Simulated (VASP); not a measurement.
## Au: single point with PBEsol

Au:

```
Au
1.0
    -1.66824    1.66824    1.66824
     1.66824   -1.66824    1.66824
     1.66824    1.66824   -1.66824
Au
1
Cartesian
  0.0000 0.0000 0.0000
```

This cell differs from its parent crystal: volume scaled by 1.02.

| Property | Result |
| --- | --- |
| Program | VASP 6.6.1 |
| Task | single point |
| Functional | PBEsol |
| Potentials or basis | VASP PAW PBE potentials, release 64 (Au) |
| Cutoff | 520 eV |
| k mesh | 11 × 11 × 11 |
| Occupations | fermi-dirac, width 0.05 eV |
| Spin | no spin polarisation |
| Dipole correction | no |
| Further INCAR settings | ALGO = Normal; EDIFF = 1e-06; NBANDS = 12 |

| Item | Value |
| --- | --- |
| Pressure | -11.2 GPa |

Levels at points of the mesh, in eV from the Fermi level:
| k point | band 2 | band 3 | band 4 | band 5 | band 6 | band 7 | band 8 | band 9 | band 10 | band 11 |
| --- | --- | --- | --- | --- | --- | --- | --- | --- | --- | --- |
| (0.00, 0.00, 0.00) | -4.27 | -4.27 | -4.27 | -2.57 | -2.57 | 16.58 | 16.58 | 16.58 | 22.90 | 22.90 |

Run time: 5.4 s on 1 thread of Intel(R) Xeon(R) Platinum 8375C CPU @ 2.90GHz (Ice Lake) (shared host), peak memory 0.14 GiB.

Caveat: the PAW data sets were made with another functional, which shifts forces and pressure a little; spin-orbit coupling is left out, which moves the levels of the heavy elements.
